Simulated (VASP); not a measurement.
# BaTiO3 (Barioperovskite) (Amm2) in VASP: further runs, part 2 of 2

VASP 6.6.1. Earlier steps stand in the parts before.

## (4) Single point, PBEsol+U

INCAR reads:

```
SYSTEM = BaTiO3
ALGO     = Normal         ! electronic algorithm
EDIFF    = 1E-6           ! SCF threshold, eV
ENCUT    = 520            ! plane-wave cutoff, eV
GGA      = PS             ! functional
ISIF     = 2              ! what is computed and relaxed
ISMEAR   = 0              ! smearing method
LASPH    = .True.         ! aspherical terms in the spheres
LCHARG   = .False.        ! write CHGCAR
LDAU     = .True.         ! DFT+U
LDAUJ    = 0 0 0        
LDAUL    = -1 2 -1        ! shell
LDAUPRINT= 1            
LDAUTYPE = 2            
LDAUU    = 0 5 0          ! U, eV
LMAXMIX  = 4              ! l up to which the mixer works
LREAL    = .False.        ! projectors in reciprocal space
LWAVE    = .False.        ! write WAVECAR
NBANDS   = 28             ! bands
NELM     = 150            ! most SCF steps
PREC     = Accurate       ! precision mode
SIGMA    = 0.01           ! smearing width, eV
```

KPOINTS reads:

```
k-points
0
Gamma
  3 3 3
  0 0 0
```

POSCAR reads:

```
BaTiO3
1.0
    3.9855000000      0.0000000000      0.0000000000
    0.0000000000      2.8369000000      2.8451500000
    0.0000000000     -2.8369000000      2.8451500000
Ba Ti O
1 1 3
Direct
    0.0000000000      0.0000000000      0.0000000000
    0.5000000000      0.5124000000      0.5124000000
    0.0000000000      0.4874000000      0.4874000000
    0.5000000000      0.5052399996      0.9918399996
    0.5000000000      0.9918399996      0.5052399996
```

Potentials or basis: VASP PAW PBE potentials, release 64 (Ba_sv, Ti_sv, O).

Command:

```sh
$ cat potpaw_PBE.64/Ba_sv/POTCAR potpaw_PBE.64/Ti_sv/POTCAR potpaw_PBE.64/O/POTCAR > POTCAR
$ mpirun -np 1 vasp_std > vasp.out
```

OUTCAR:

```text
SYSTEM = BaTiO3
   EDIFF = 1E-6
   ENCUT = 520
   GGA = PS
   ISIF = 2
   ISMEAR = 0
   LASPH = .True.
   LREAL = .False.
   NELM = 150
   PREC = Accurate

 ion  position               nearest neighbor table
   1  0.000  0.000  0.000-   3 2.77   4 2.81   5 2.81   4 2.81   5 2.81   3 2.84   3 2.84   4 2.84
                             5 2.84   5 2.84   4 2.84   3 2.92   2 3.42   2 3.42   2 3.47   2 3.47
   2  0.500  0.512  0.512-   4 1.93   5 1.93   3 2.00   3 2.00   5 2.09   4 2.09   1 3.42   1 3.42
                             1 3.47   1 3.47   1 3.47   1 3.47   1 3.53   1 3.53
   3  0.000  0.487  0.487-   2 2.00   2 2.00   1 2.77   1 2.84   1 2.84   1 2.92
   4  0.500  0.505  0.992-   2 1.93   2 2.09   1 2.81   1 2.81   1 2.84   1 2.84
   5  0.500  0.992  0.505-   2 1.93   2 2.09   1 2.81   1 2.81   1 2.84   1 2.84

  LATTYP: Found a base centered orthorhombic cell.
 ALAT       =     5.6738000000
 B/A-ratio  =     1.0029081039
 C/A-ratio  =     0.7024392823

  Lattice vectors:

 A1 = (   0.0000000000,   2.8369000000,  -2.8451500000)
 A2 = (   0.0000000000,   2.8369000000,   2.8451500000)
 A3 = (   3.9855000000,   0.0000000000,   0.0000000000)

Analysis of symmetry for initial positions (statically):
=====================================================================
 Subroutine PRICEL returns:
 Original cell was already a primitive cell.

 Routine SETGRP: Setting up the symmetry group for a
 base centered orthorhombic supercell.

 Subroutine GETGRP returns: Found  4 space group operations
 (whereof  4 operations were pure point group operations)
 out of a pool of  8 trial point group operations.

The static configuration has the point symmetry C_2v.

Analysis of symmetry for dynamics (positions and initial velocities):
=====================================================================
 Subroutine PRICEL returns:
 Original cell was already a primitive cell.

 Routine SETGRP: Setting up the symmetry group for a
 base centered orthorhombic supercell.

 Subroutine GETGRP returns: Found  4 space group operations
 (whereof  4 operations were pure point group operations)
 out of a pool of  8 trial point group operations.

The dynamic configuration has the point symmetry C_2v.

 Subroutine INISYM returns: Found  4 space group operations
 (whereof  4 operations are pure point group operations),
 and found     1 'primitive' translations

----------------------------------------------------------------------------------------

                                     Primitive cell

  volume of cell :      64.3372

  direct lattice vectors                    reciprocal lattice vectors
     3.985500000  0.000000000  0.000000000     0.250909547  0.000000000  0.000000000
     0.000000000  2.836900000  2.845150000     0.000000000  0.176248722  0.175737659
     0.000000000 -2.836900000  2.845150000     0.000000000 -0.176248722  0.175737659

  length of vectors
[... 89 lines left out ...]
   IMIX   =      4    mixing-type and parameters
     AMIX     =   0.40;   BMIX     =  1.00
     AMIX_MAG =   1.60;   BMIX_MAG =  1.00
  volume/ion in A,a.u.               =      12.87        86.83
  Fermi-wavevector in a.u.,A,eV,Ry     =   1.397250  2.640420 26.562762  1.952308
  Thomas-Fermi vector in A             =   2.520525
   LORBIT       =      0    0 simple, 1 ext, 2 COOP (PROOUT), +10 PAW based schemes
 LDA+U is selected, type is set to LDAUTYPE =  2
   angular momentum for each species LDAUL =    -1    2   -1
   U (eV)           for each species LDAUU =   0.0  5.0  0.0
   J (eV)           for each species LDAUJ =   0.0  0.0  0.0
   GGA     = PS    functional components
   LHFCALC =     F    Hartree Fock is set to
   AEXX    =    0.0000 exact exchange contribution
   IVDW    =     0    specifies the selected vdW correction
   LEPSILON=     F    determine dielectric tensor
   LRPA    =     F    only Hartree local field effects (RPA)
 non-spin polarized calculation
 Gauss-broadening in eV      SIGMA  =   0.01
  energy-cutoff  :      520.00
  volume of cell :       64.34
 maximum number of plane-waves:      1743
 NGX is ok and might be reduce to    30
   NGX = 15   NGY = 15   NGZ = 15

atom =   2  type =  2  l = 2

 onsite density matrix

spin component  1

  0.1030  0.0000  0.0000  0.0000  0.0000
  0.0000  0.2336  0.0000  0.0000  0.0000
  0.0000  0.0000  0.1340  0.0000 -0.0544
  0.0000  0.0000  0.0000  0.1057  0.0000
  0.0000  0.0000 -0.0544  0.0000  0.2012

spin component  2

  0.1030  0.0000  0.0000  0.0000  0.0000
  0.0000  0.2336  0.0000  0.0000  0.0000
  0.0000  0.0000  0.1340  0.0000 -0.0544
  0.0000  0.0000  0.0000  0.1057  0.0000
  0.0000  0.0000 -0.0544  0.0000  0.2012

 occupancies and eigenvectors

  o =  0.1030  v =  1.0000  0.0000  0.0000  0.0000  0.0000  0.0000  0.0000  0.0000  0.0000  0.0000      0.0000  0.0000  0.0000  0.0000  0.0000  0.0000  0.0000  0.0000  0.0000  0.0000
  o =  0.1030  v =  0.0000  0.0000  0.0000  0.0000  0.0000  1.0000  0.0000  0.0000  0.0000  0.0000      0.0000  0.0000  0.0000  0.0000  0.0000  0.0000  0.0000  0.0000  0.0000  0.0000
  o =  0.1037  v =  0.0000  0.0000 -0.8733  0.0000 -0.4871  0.0000  0.0000  0.0000  0.0000  0.0000      0.0000  0.0000  0.0000  0.0000  0.0000  0.0000  0.0000  0.0000  0.0000  0.0000
  o =  0.1037  v =  0.0000  0.0000  0.0000  0.0000  0.0000  0.0000  0.0000 -0.8733  0.0000 -0.4871      0.0000  0.0000  0.0000  0.0000  0.0000  0.0000  0.0000  0.0000  0.0000  0.0000
  o =  0.1057  v =  0.0000  0.0000  0.0000  1.0000  0.0000  0.0000  0.0000  0.0000  0.0000  0.0000      0.0000  0.0000  0.0000  0.0000  0.0000  0.0000  0.0000  0.0000  0.0000  0.0000
  o =  0.1057  v =  0.0000  0.0000  0.0000  0.0000  0.0000  0.0000  0.0000  0.0000  1.0000  0.0000      0.0000  0.0000  0.0000  0.0000  0.0000  0.0000  0.0000  0.0000  0.0000  0.0000
  o =  0.2316  v =  0.0000  0.0000  0.0000  0.0000  0.0000  0.0000  0.0000 -0.4871  0.0000  0.8733      0.0000  0.0000  0.0000  0.0000  0.0000  0.0000  0.0000  0.0000  0.0000  0.0000
  o =  0.2316  v =  0.0000  0.0000 -0.4871  0.0000  0.8733  0.0000  0.0000  0.0000  0.0000  0.0000      0.0000  0.0000  0.0000  0.0000  0.0000  0.0000  0.0000  0.0000  0.0000  0.0000
  o =  0.2336  v =  0.0000  0.0000  0.0000  0.0000  0.0000  0.0000  1.0000  0.0000  0.0000  0.0000      0.0000  0.0000  0.0000  0.0000  0.0000  0.0000  0.0000  0.0000  0.0000  0.0000
  o =  0.2336  v =  0.0000  1.0000  0.0000  0.0000  0.0000  0.0000  0.0000  0.0000  0.0000  0.0000      0.0000  0.0000  0.0000  0.0000  0.0000  0.0000  0.0000  0.0000  0.0000  0.0000

 number of electron      39.9999995 magnetization

 Free energy of the ion-electron system (eV)
  ---------------------------------------------------
  ext. energy  EPLUGINS =         0.00000000
  ---------------------------------------------------
  free energy    TOTEN  =       -38.54590535 eV

  energy without entropy =      -38.54590535  energy(sigma->0) =      -38.54590535

 E-fermi :   3.6929     XC(G=0): -11.5034

 val. band max:        3.6002813787   @ k =   0.0000   0.0000   0.0000
 cond. band min:       6.1823588810   @ k =   0.0000   0.0000   0.0000
 fundamental gap:      2.5820775023
 Fermi energy:         3.6929015973

 k-point     1 :       0.0000    0.0000    0.0000
  band No.  band energies     occupation
      1     -53.8839      2.00000
      2     -30.1583      2.00000
      3     -30.1559      2.00000
      4     -30.1420      2.00000
      5     -20.9437      2.00000
      6     -13.0332      2.00000
[... 237 lines left out ...]
     27      11.5686      0.00000
     28      11.6762      0.00000

------------------------ aborting loop because EDIFF is reached ----------------------------------------

  FORCE on cell =-STRESS in cart. coord.  units (eV):
  Direction    XX          YY          ZZ          XY          YZ          ZX
  --------------------------------------------------------------------------------------
  -------------------------------------------------------------------------------------
  Total        0.8889059      1.0582458      0.7729165      0.0000000      0.0000000      0.0000000
  in kB       22.1362651     26.3533066     19.2478034      0.0000000      0.0000000      0.0000000
  external PRESSURE =      22.5791250 kB  Pullay stress =       0.0000000 kB

 VOLUME and BASIS-vectors are now :
 -----------------------------------------------------------------------------
  energy-cutoff  :      520.00
  volume of cell :       64.34
      direct lattice vectors                 reciprocal lattice vectors
     3.985500000  0.000000000  0.000000000     0.250909547  0.000000000  0.000000000
     0.000000000  2.836900000  2.845150000     0.000000000  0.176248722  0.175737659
     0.000000000 -2.836900000  2.845150000     0.000000000 -0.176248722  0.175737659

 POSITION                                       TOTAL-FORCE (eV/Angst)
 -----------------------------------------------------------------------------------
      0.00000      0.00000      0.00000         0.000000      0.000000      0.181304
      1.99275      0.00000      2.91571         0.000000      0.000000     -0.316303
      0.00000      0.00000      2.77345         0.000000      0.000000      0.128418
      1.99275     -1.38044      4.25942         0.000000     -0.292673      0.003291
      1.99275      1.38044      4.25942         0.000000      0.292673      0.003291
 -----------------------------------------------------------------------------------
    total drift:                                0.000000      0.000001      0.001099

  FREE ENERGIE OF THE ION-ELECTRON SYSTEM (eV)
  ---------------------------------------------------
  free  energy   TOTEN  =       -38.5459053500 eV

  energy  without entropy=      -38.5459053500  energy(sigma->0) =      -38.54590535
```

Wall time 18 s (1 thread of Intel Xeon 6975P-C, shared host); peak memory 0.17 GiB.

What came out:

```yaml
Free_energy: -38.5459 eV
Pressure: 2.3 GPa
Largest_force: 0.316 eV/Å
Band_gap_on_the_k_mesh: 2.58 eV, direct
```

Forces in eV/Å, atoms in the order of the input:
```
Ba   0.000  0.000  0.181
Ti   0.000  0.000 -0.316
O    0.000  0.000  0.128
O    0.000 -0.293  0.003
O    0.000  0.293  0.003
```

Stress tensor (GPa, compression positive):
```
2.21 0.00 0.00
0.00 2.64 0.00
0.00 0.00 1.92
```

Levels at points of the mesh, in eV from the valence-band top:
```csv
k point,band 16,band 17,band 18,band 19,band 20,band 21,band 22,band 23,band 24,band 25
"(0.00, 0.00, 0.00)",-0.92,-0.88,-0.11,-0.04,0.00,2.58,2.63,2.75,4.30,4.35
```

Eigenvalues of the final occupation matrices:
```tsv
site	spin	trace	eigenvalues
site 2 d	1	0.78	0.10 0.10 0.11 0.23 0.23
site 2 d	2	0.78	0.10 0.10 0.11 0.23 0.23
```

Caveat: the k points lie up to 0.53 Å⁻¹ apart; the PAW data sets were made with another functional, which shifts forces and pressure a little; spin-orbit coupling is left out, which moves the levels of the heavy elements. A k mesh can miss the band edges.

## (5) Single point, PBEsol+U

INCAR reads:

```
ALGO = Normal
EDIFF = 1E-6
ENCUT = 520
GGA = PS
ISIF = 2
ISMEAR = 0
LASPH = True
LCHARG = False
LDAU = True
LDAUJ = 0 0 0
LDAUL = -1 2 -1
LDAUPRINT = 1
LDAUTYPE = 2
LDAUU = 0 7 0
LMAXMIX = 4
LREAL = False
LWAVE = False
NBANDS = 28
NELM = 150
PREC = Accurate
SIGMA = 0.01
```

KPOINTS reads:

```
k-points
0
Gamma
  3 3 3
```

POSCAR is that of step 4.

Command:

```sh
$ cat potpaw_PBE.64/Ba_sv/POTCAR potpaw_PBE.64/Ti_sv/POTCAR potpaw_PBE.64/O/POTCAR > POTCAR
$ mpirun -np 1 vasp_std > vasp.out
```

It used 17 s of CPU time on 1 thread of Intel Xeon 6975P-C, with other jobs on the host.

Results (log left out):

| Quantity | Value |
| --- | --- |
| Free energy | -37.3003 eV |
| Pressure | 4.0 GPa |
| Largest force | 0.660 eV/Å |
| Band gap on the k mesh | 2.87 eV, direct |

Forces in eV/Å, atoms in the order of the input:
```
Ba   0.000  0.000  0.188
Ti   0.000  0.000 -0.660
O    0.000  0.000  0.148
O    0.000 -0.435  0.162
O    0.000  0.435  0.162
```

Stress tensor (GPa, compression positive):
```
3.95 0.00 0.00
0.00 4.38 0.00
0.00 0.00 3.64
```

Levels at points of the mesh, in eV from the valence-band top:
```
           k point  band 16  band 17  band 18  band 19  band 20  band 21  band 22  band 23  band 24  band 25
(0.00, 0.00, 0.00)    -0.90    -0.87    -0.09    -0.04     0.00     2.87     2.91     3.02     4.36     4.42
```

Eigenvalues of the final occupation matrices:
```tsv
site	spin	trace	eigenvalues
site 2 d	1	0.74	0.09 0.09 0.10 0.23 0.23
site 2 d	2	0.74	0.09 0.09 0.10 0.23 0.23
```

Caveat: the k points lie up to 0.53 Å⁻¹ apart; the PAW data sets were made with another functional, which shifts forces and pressure a little; spin-orbit coupling is left out, which moves the levels of the heavy elements. A k mesh can miss the band edges.

## (6) Summary

```csv
U,gap on the mesh (eV),pressure (GPa),largest force (eV/Å)
Ti d U = 1.0 eV,2.07,-1.1,0.38
Ti d U = 3.0 eV,2.32,0.6,0.22
Ti d U = 5.0 eV,2.58,2.3,0.32
Ti d U = 7.0 eV,2.87,4.0,0.66
```

Alike in all rows: task single point; level PBEsol+U; potentials or basis VASP PAW PBE potentials, release 64 (Ba_sv, Ti_sv, O); no spin polarisation; cell as given; k mesh 3 × 3 × 3; cutoff (eV) 520; smearing gaussian 0.01 eV.

Caveats: all runs use coarse meshes; the PAW data sets were made with another functional, which shifts forces and pressure a little; spin-orbit coupling is left out, which moves the levels of the heavy elements.

Absolute energies hang on the potentials; compare differences alone.
